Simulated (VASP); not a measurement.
# W (P6/mmm) in VASP: notebook

W is run at these levels: PBE; tasks: single point.

Program: VASP 6.6.1. These are calculated values, not measurements. Logs are shortened: lines on timing, memory, paths and dates and some standing lists are left out, and cuts for length are marked.

## Step 1: The cell of the first run

Symmetry: P6/mmm, No. 191, hexagonal system. The conventional cell has a = 3.836 Å, b = 3.836 Å, c = 2.265 Å, α = 90.00°, β = 90.00°, γ = 120.00°. Within 3.0 Å of W (site symmetry 6/mmm) lie 14 W at 2.27 to 2.49 Å. Within 2.9 Å of W (site symmetry -6m2) lie 11 W at 2.21 to 2.49 Å.

## Step 2: Single point, PBE

Contents of INCAR:

```
PREC = Accurate
ENCUT = 520
EDIFF = 1E-6
ISMEAR = -1
SIGMA = 0.05
LREAL = False
LASPH = True
NELM = 80
ALGO = Normal
ISIF = 2
LWAVE = False
LCHARG = False
GGA = PE
NBANDS = 28
```

Contents of KPOINTS:

```
regular mesh
0
Gamma
  10 10 13
```

Contents of POSCAR:

```
W
1.0
    3.8358643054      0.0000000000      0.0000000000
   -1.9179321527      3.3219559339      0.0000000000
    0.0000000000      0.0000000000      2.2653446882
W
3
Direct
    0.0000000000      0.0000000000      0.0000000000
    0.3333333333      0.6666666667      0.5000000000
    0.6666666667      0.3333333333      0.5000000000
```

Potentials or basis: VASP PAW PBE potentials, release 64 (W_sv).

Run with:

```bash
cat potpaw_PBE.64/W_sv/POTCAR > POTCAR
mpirun -np 1 vasp_std > vasp.out
```

OUTCAR:

```text
PREC = Accurate
   ENCUT = 520
   EDIFF = 1E-6
   ISMEAR = -1
   LREAL = False
   LASPH = True
   NELM = 80
   ISIF = 2
   GGA = PE

 ion  position               nearest neighbor table
   1  0.000  0.000  0.000-   2 2.49   3 2.49   2 2.49   3 2.49   2 2.49   2 2.49   3 2.49   3 2.49
                             3 2.49   3 2.49   2 2.49   2 2.49
   2  0.333  0.667  0.500-   3 2.21   3 2.21   3 2.21   1 2.49   1 2.49   1 2.49   1 2.49   1 2.49
                             1 2.49   3 3.17   3 3.17   3 3.17   3 3.17   3 3.17   3 3.17
   3  0.667  0.333  0.500-   2 2.21   2 2.21   2 2.21   1 2.49   1 2.49   1 2.49   1 2.49   1 2.49
                             1 2.49   2 3.17   2 3.17   2 3.17   2 3.17   2 3.17   2 3.17

  LATTYP: Found a hexagonal cell.
 ALAT       =     3.8358643054
 C/A-ratio  =     0.5905695582

  Lattice vectors:

 A1 = (   3.8358643054,   0.0000000000,   0.0000000000)
 A2 = (  -1.9179321527,   3.3219559339,   0.0000000000)
 A3 = (   0.0000000000,   0.0000000000,   2.2653446882)

Analysis of symmetry for initial positions (statically):
=====================================================================
 Subroutine PRICEL returns:
 Original cell was already a primitive cell.

 Routine SETGRP: Setting up the symmetry group for a
 hexagonal supercell.

 Subroutine GETGRP returns: Found 24 space group operations
 (whereof 24 operations were pure point group operations)
 out of a pool of 24 trial point group operations.

The static configuration has the point symmetry D_6h.

Analysis of symmetry for dynamics (positions and initial velocities):
=====================================================================
 Subroutine PRICEL returns:
 Original cell was already a primitive cell.

 Routine SETGRP: Setting up the symmetry group for a
 hexagonal supercell.

 Subroutine GETGRP returns: Found 24 space group operations
 (whereof 24 operations were pure point group operations)
 out of a pool of 24 trial point group operations.

The dynamic configuration has the point symmetry D_6h.

 Subroutine INISYM returns: Found 24 space group operations
 (whereof 24 operations are pure point group operations),
 and found     1 'primitive' translations

----------------------------------------------------------------------------------------

                                     Primitive cell

  volume of cell :      28.8663

  direct lattice vectors                    reciprocal lattice vectors
     3.835864305  0.000000000  0.000000000     0.260697439  0.150513736  0.000000000
    -1.917932153  3.321955934  0.000000000     0.000000000  0.301027473  0.000000000
     0.000000000  0.000000000  2.265344688     0.000000000  0.000000000  0.441433926

  length of vectors
     3.835864305  3.835864305  2.265344688     0.301027473  0.301027473  0.441433926

  position of ions in fractional coordinates (direct lattice)
     0.000000000  0.000000000  0.000000000
     0.333333333  0.666666667  0.500000000
     0.666666667  0.333333333  0.500000000

  ion indices of the primitive-cell ions
   primitive index   ion index
                 1           1
                 2           2
                 3           3

----------------------------------------------------------------------------------------

 KPOINTS: regular mesh

Automatic generation of k-mesh.
 Grid dimensions read from file:
 generate k-points for:   10   10   13

 Generating k-lattice:

  Cartesian coordinates                     Fractional coordinates (reciprocal lattice)
     0.026069744  0.015051374  0.000000000     0.100000000  0.000000000  0.000000000
     0.000000000  0.030102747  0.000000000     0.000000000  0.100000000  0.000000000
     0.000000000  0.000000000  0.033956456     0.000000000  0.000000000  0.076923077

  Length of vectors
     0.030102747  0.030102747  0.033956456

  Shift w.r.t. Gamma in fractional coordinates (k-lattice)
     0.000000000  0.000000000  0.000000000

 Subroutine IBZKPT returns following result:
 ===========================================

 Found     98 irreducible k-points:

 Following reciprocal coordinates:
            Coordinates               Weight
  0.000000  0.000000  0.000000      1.000000
  0.100000  0.000000  0.000000      6.000000
  0.200000  0.000000  0.000000      6.000000
  0.300000  0.000000  0.000000      6.000000
  0.400000  0.000000  0.000000      6.000000
  0.500000  0.000000  0.000000      3.000000
[... 16 lines left out ...]
  0.300000  0.100000  0.076923     24.000000
  0.400000  0.100000  0.076923     24.000000
 [... further k-points ...]
   k-points           NKPTS =     98   k-points in BZ     NKDIM =     98   number of bands    NBANDS=     28
   number of dos      NEDOS =    301   number of ions     NIONS =      3
   total plane-waves  NPLWV =  16200
   dimension x,y,z NGX =    30 NGY =   30 NGZ =   18
   dimension x,y,z NGXF=    60 NGYF=   60 NGZF=   36
   ions per type =               3
   NGX,Y,Z   is equivalent  to a cutoff of  13.00, 13.00, 13.21 a.u.
   NGXF,Y,Z  is equivalent  to a cutoff of  26.00, 26.00, 26.42 a.u.
 SYSTEM =  unknown system
   PREC   = accura    normal or accurate (medium, high low for compatibility)
   ISTART =      0    job   : 0-new  1-cont  2-samecut
   ICHARG =      2    charge: 1-file 2-atom 10-const
   ISPIN  =      1    spin polarized calculation?
   LNONCOLLINEAR =      F non collinear calculations
   LSORBIT =      F    spin-orbit coupling
   LASPH  =      T    aspherical Exc in radial PAW
   ENCUT  =  520.0 eV  38.22 Ry    6.18 a.u.   7.13  7.13  4.21*2*pi/ulx,y,z
   NELM   =     80;   NELMIN=  2; NELMDL= -5     # of ELM steps
   EDIFF  = 0.1E-05   stopping-criterion for ELM
   LREAL  =      F    real-space projection
   EDIFFG = 0.1E-04   stopping-criterion for IOM
   NSW    =      0    number of steps for IOM
   IBRION =     -1    ionic relax: 0-MD 1-quasi-New 2-CG
   NFREE  =      0    steps in history (QN), initial steepest desc. (CG)
   ISIF   =      2    stress and relaxation
   ISYM   =      2    0-nonsym 1-usesym 2-fastsym
   POTIM  = 0.5000    time-step for ionic-motion
   TEBEG  =    0.0;   TEEND  =   0.0 temperature during run
   PSTRESS=    0.0 pullay stress
   NELECT =      42.0000    total number of electrons
   NUPDOWN=      -1.0000    fix difference up-down
   EMIN   =  10.00;   EMAX   =-10.00  energy-range for DOS
   EFERMI =   0.00;   METHOD = LEGACY
   ISMEAR =    -1;   SIGMA  =   0.05  broadening in eV -4-tet -1-fermi 0-gaus
   EFERMI_NEDOS =   21; number of points for ismear=-14 and -15
   IALGO  =     38    algorithm
   IMIX   =      4    mixing-type and parameters
     AMIX     =   0.40;   BMIX     =  1.00
     AMIX_MAG =   1.60;   BMIX_MAG =  1.00
  volume/ion in A,a.u.               =       9.62        64.93
  Fermi-wavevector in a.u.,A,eV,Ry     =   1.855072  3.505578 46.821627  3.441293
  Thomas-Fermi vector in A             =   2.904252
   LORBIT       =      0    0 simple, 1 ext, 2 COOP (PROOUT), +10 PAW based schemes
   GGA     = PE    functional components
   LHFCALC =     F    Hartree Fock is set to
   AEXX    =    0.0000 exact exchange contribution
   IVDW    =     0    specifies the selected vdW correction
   LEPSILON=     F    determine dielectric tensor
   LRPA    =     F    only Hartree local field effects (RPA)
 non-spin polarized calculation
  energy-cutoff  :      520.00
  volume of cell :       28.87
 maximum number of plane-waves:       790
 NGX is ok and might be reduce to    30
   NGX = 15   NGY = 15   NGZ =  9

 number of electron      42.0000003 magnetization

 Free energy of the ion-electron system (eV)
  ---------------------------------------------------
  ext. energy  EPLUGINS =         0.00000000
  ---------------------------------------------------
  free energy    TOTEN  =       -18.59282771 eV

  energy without entropy =      -18.57489880  energy(sigma->0) =      -18.58386326

 E-fermi :  20.0846     XC(G=0): -16.6877

 val. band max:       20.0726194243   @ k =   0.2000   0.0000   0.3846
 cond. band min:      20.0940179545   @ k =   0.4000   0.1000   0.1538
 fundamental gap:      0.0213985302
 Fermi energy:        20.0845519420

 k-point     1 :       0.0000    0.0000    0.0000
  band No.  band energies     occupation
      1     -54.4711      2.00000
      2     -53.3366      2.00000
      3     -53.2263      2.00000
      4     -20.5872      2.00000
      5     -20.5872      2.00000
      6     -19.5511      2.00000
[... 20 lines left out ...]
     27      30.3826      0.00000
     28      30.3826      0.00000

 k-point     2 :       0.1000    0.0000    0.0000
  band No.  band energies     occupation
      1     -54.4402      2.00000
      2     -53.3480      2.00000
      3     -53.2502      2.00000
      4     -20.7962      2.00000
      5     -20.7045      2.00000
      6     -19.2819      2.00000
[... 20 lines left out ...]
     27      29.5583      0.00000
     28      30.2782      0.00000

 k-point     3 :       0.2000    0.0000    0.0000
  band No.  band energies     occupation
      1     -54.3508      2.00000
      2     -53.3840      2.00000
      3     -53.3151      2.00000
      4     -21.1438      2.00000
      5     -20.7791      2.00000
      6     -18.7604      2.00000
[... 20 lines left out ...]
     27      27.7759      0.00000
     28      29.9579      0.00000

 k-point     4 :       0.3000    0.0000    0.0000
  band No.  band energies     occupation
      1     -54.2138      2.00000
      2     -53.4738      2.00000
      3     -53.3765      2.00000
      4     -21.4359      2.00000
      5     -20.6202      2.00000
      6     -18.2015      2.00000
[... 578 lines left out ...]
     27      25.9115      0.00000
     28      29.0751      0.00000

 k-point    23 :       0.3000    0.1000    0.0769
  band No.  band energies     occupation
      1     -54.0807      2.00000
      2     -53.5096      2.00000
      3     -53.3907      2.00000
      4     -21.3957      2.00000
      5     -20.5018      2.00000
      6     -18.2690      2.00000
[... 20 lines left out ...]
     27      26.5602      0.00000
     28      28.5671      0.00000

 k-point    24 :       0.4000    0.1000    0.0769
  band No.  band energies     occupation
      1     -53.9265      2.00000
      2     -53.6518      2.00000
      3     -53.4104      2.00000
      4     -21.5076      2.00000
      5     -20.0388      2.00000
      6     -19.0411      2.00000
[... 20 lines left out ...]
     27      27.1394      0.00000
     28      28.2882      0.00000

 [... further k-points ...]

------------------------ aborting loop because EDIFF is reached ----------------------------------------

  FORCE on cell =-STRESS in cart. coord.  units (eV):
  Direction    XX          YY          ZZ          XY          YZ          ZX
  --------------------------------------------------------------------------------------
  -------------------------------------------------------------------------------------
  Total       81.1134825     81.1134825     80.9953265      0.0000000      0.0000000     -0.0000000
  in kB     4502.0699156   4502.0699154   4495.5118620      0.0000000      0.0000000     -0.0000000
  external PRESSURE =    4499.8838977 kB  Pullay stress =       0.0000000 kB

 VOLUME and BASIS-vectors are now :
 -----------------------------------------------------------------------------
  energy-cutoff  :      520.00
  volume of cell :       28.87
      direct lattice vectors                 reciprocal lattice vectors
     3.835864305  0.000000000  0.000000000     0.260697439  0.150513736  0.000000000
    -1.917932153  3.321955934  0.000000000     0.000000000  0.301027473  0.000000000
     0.000000000  0.000000000  2.265344688     0.000000000  0.000000000  0.441433926

 POSITION                                       TOTAL-FORCE (eV/Angst)
 -----------------------------------------------------------------------------------
      0.00000      0.00000      0.00000        -0.000000      0.000000      0.000000
     -0.00000      2.21464      1.13267        -0.000000      0.000000      0.000000
      1.91793      1.10732      1.13267         0.000000     -0.000000      0.000000
 -----------------------------------------------------------------------------------
    total drift:                               -0.000000      0.000000      0.000000

  FREE ENERGIE OF THE ION-ELECTRON SYSTEM (eV)
  ---------------------------------------------------
  free  energy   TOTEN  =       -18.5928277055 eV

  energy  without entropy=      -18.5748988047  energy(sigma->0) =      -18.58386326
```

Run time: 32 s. Hardware: 1 thread of Intel Xeon 6975P-C (Granite Rapids), shared host; peak memory 0.18 GiB.

What came out:

```
Free energy            : -18.5928 eV
Pressure               : 450.0 GPa
Band gap on the k mesh : zero (band 21 reaches 21.35 eV, above the bottom of band 22 at 19.01 eV)
```

Stress tensor (GPa, compression positive):
```
450.21   0.00   0.00
  0.00 450.21   0.00
  0.00   0.00 449.55
```

Caveat: spin-orbit coupling is left out, which moves the levels of the heavy elements.

## Step 3: Single point, PBE

Contents of INCAR:

```
PREC = Accurate ; ENCUT = 520
EDIFF = 1E-7 ; ISMEAR = -1
SIGMA = 0.05 ; LREAL = F
LASPH = T ; NELM = 100
ALGO = Normal ; ISIF = 2
LWAVE = F ; LCHARG = F
GGA = PE ; NBANDS = 28
```

Contents of KPOINTS:

```
Automatic mesh
0
Gamma
  10 10 13
```

Contents of POSCAR:

```
W
1.0
    3.8382908112      0.0000000000      0.0000000000
   -1.9191454056      3.3240573496      0.0000000000
    0.0000000000      0.0000000000      2.2665655764
W
3
Direct
    0.0000000000      0.0000000000      0.0000000000
    0.3333333333      0.6666666667      0.5000000000
    0.6666666667      0.3333333333      0.5000000000
```

Potentials or basis: VASP PAW PBE potentials, release 64 (W_sv).

Run with:

```bash
cat potpaw_PBE.64/W_sv/POTCAR > POTCAR
mpirun -np 1 vasp_std > vasp.out
```

OUTCAR:

```text
PREC = Accurate
   ENCUT = 520
   EDIFF = 1E-7
   ISMEAR = -1
   LREAL = F
   LASPH = T
   NELM = 100
   ISIF = 2
   GGA = PE

 ion  position               nearest neighbor table
   1  0.000  0.000  0.000-   2 2.49   3 2.49   2 2.49   3 2.49   2 2.49   2 2.49   3 2.49   3 2.49
                             3 2.49   3 2.49   2 2.49   2 2.49
   2  0.333  0.667  0.500-   3 2.22   3 2.22   3 2.22   1 2.49   1 2.49   1 2.49   1 2.49   1 2.49
                             1 2.49   3 3.17   3 3.17   3 3.17   3 3.17   3 3.17   3 3.17
   3  0.667  0.333  0.500-   2 2.22   2 2.22   2 2.22   1 2.49   1 2.49   1 2.49   1 2.49   1 2.49
[... 946 lines left out ...]
  -------------------------------------------------------------------------------------
  Total       80.7152780     80.7152780     80.5530417      0.0000000     -0.0000000      0.0000000
  in kB     4471.8956015   4471.8956014   4462.9071730      0.0000000     -0.0000000      0.0000000
  external PRESSURE =    4468.8994586 kB  Pullay stress =       0.0000000 kB

 VOLUME and BASIS-vectors are now :
 -----------------------------------------------------------------------------
  energy-cutoff  :      520.00
  volume of cell :       28.92
      direct lattice vectors                 reciprocal lattice vectors
     3.838290811  0.000000000  0.000000000     0.260532630  0.150418584  0.000000000
    -1.919145406  3.324057350  0.000000000     0.000000000  0.300837168  0.000000000
     0.000000000  0.000000000  2.266565576     0.000000000  0.000000000  0.441196147

 POSITION                                       TOTAL-FORCE (eV/Angst)
 -----------------------------------------------------------------------------------
      0.00000      0.00000      0.00000        -0.000000      0.000000      0.000000
     -0.00000      2.21604      1.13328        -0.000000      0.000000      0.000000
      1.91915      1.10802      1.13328         0.000000      0.000000     -0.000000
 -----------------------------------------------------------------------------------
    total drift:                               -0.000000      0.000000      0.000000

  FREE ENERGIE OF THE ION-ELECTRON SYSTEM (eV)
  ---------------------------------------------------
  free  energy   TOTEN  =       -18.7387369294 eV

  energy  without entropy=      -18.7207395471  energy(sigma->0) =      -18.72973824
```

OSZICAR:

```text
N       E                     dE             d eps       ncg     rms          rms(c)
DAV:   1     0.493765974585E+03    0.49377E+03   -0.23052E+04  5520   0.190E+03
DAV:   2     0.599695482913E+00   -0.49317E+03   -0.48152E+03  5756   0.570E+02
DAV:   3    -0.197553680110E+02   -0.20355E+02   -0.19918E+02  6136   0.116E+02
DAV:   4    -0.199774348201E+02   -0.22207E+00   -0.22116E+00  5888   0.117E+01
DAV:   5    -0.199791615331E+02   -0.17267E-02   -0.17266E-02  5852   0.110E+00    0.907E+01
DAV:   6    -0.191399731230E+02    0.83919E+00   -0.30995E-01  5924   0.522E+00    0.497E+01
DAV:   7    -0.187417423845E+02    0.39823E+00   -0.41763E-01  5768   0.522E+00    0.575E-01
DAV:   8    -0.187392215127E+02    0.25209E-02   -0.17550E-02  5784   0.144E+00    0.615E-01
DAV:   9    -0.187386699752E+02    0.55154E-03   -0.29631E-03  5848   0.707E-01    0.806E-02
DAV:  10    -0.187387333863E+02   -0.63411E-04   -0.86459E-05  5828   0.949E-02    0.324E-02
DAV:  11    -0.187387372042E+02   -0.38179E-05   -0.14514E-05  5984   0.348E-02    0.979E-03
DAV:  12    -0.187387376054E+02   -0.40116E-06   -0.98157E-07  5612   0.907E-03    0.205E-03
DAV:  13    -0.187387369481E+02    0.65731E-06   -0.65846E-08  2968   0.272E-03    0.816E-04
DAV:  14    -0.187387369294E+02    0.18679E-07   -0.60500E-09  2836   0.857E-04
   1 F= -.18738737E+02 E0= -.18729738E+02  d E =-.179974E-01
```

stdout:

```text
POSCAR found type information on POSCAR W
 POSCAR found :  1 types and       3 ions
 scaLAPACK will be used
 LDA part: xc-table for (Slater+PW92), standard interpolation
 POSCAR, INCAR and KPOINTS ok, starting setup
 FFT: planning ... GRIDC
 FFT: planning ... GRID_SOFT
 FFT: planning ... GRID
 WAVECAR not read
 entering main loop
```

Run time: 35 s. Hardware: 1 thread of Intel Xeon 6975P-C (Granite Rapids), shared host; peak memory 0.18 GiB.

Results:

* Free energy: -18.7387 eV
* Pressure: 446.9 GPa
* Band gap on the k mesh: zero (band 21 reaches 21.30 eV, above the bottom of band 22 at 18.97 eV)

Stress tensor (GPa, compression positive):
```
447.19   0.00   0.00
  0.00 447.19   0.00
  0.00   0.00 446.29
```

Caveat: spin-orbit coupling is left out, which moves the levels of the heavy elements.

[end of part 1 of 2]
